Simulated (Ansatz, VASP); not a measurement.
## Two plane-wave programs on Cu3Re

```
CELL_PARAMETERS angstrom
3.71333 0.00000 0.00000
0.00000 3.71333 0.00000
0.00000 0.00000 3.71333
ATOMIC_POSITIONS crystal
Cu 0.00000 0.50000 0.50000
Cu 0.50000 0.00000 0.50000
Cu 0.50000 0.50000 0.00000
Re 0.00000 0.00000 0.00000
```

Alike in both runs: functional PBE; k mesh 12 × 12 × 12; occupations gaussian, width 0.1 eV; no spin polarisation.

Ansatz relaxed the structure, and its values are those at the end. VASP's run is a single point on that final structure, the one shown.

|  | VASP | Ansatz |
| --- | --- | --- |
| version | VASP 6.6.1 | Ansatz 0.2.0 |
| potentials or method | VASP PAW PBE potentials, release 64 (Cu, Re), cutoff 520 eV | scalar-relativistic, plane waves, PAW |
| valence electrons in the cell | 40 | 72 |

```tsv
	VASP	Ansatz	Ansatz less VASP
gap on the k mesh at the Fermi level (eV)	none	none	-
pressure (GPa)	0.2	0.0	-0.17
```

A gap of «none» marks a metal or a gap that the smearing closes. VASP's potentials hold 40 valence electrons a cell and Ansatz's 72, so a difference there can come from the potentials and not from the codes.

Spin-orbit coupling is off throughout.
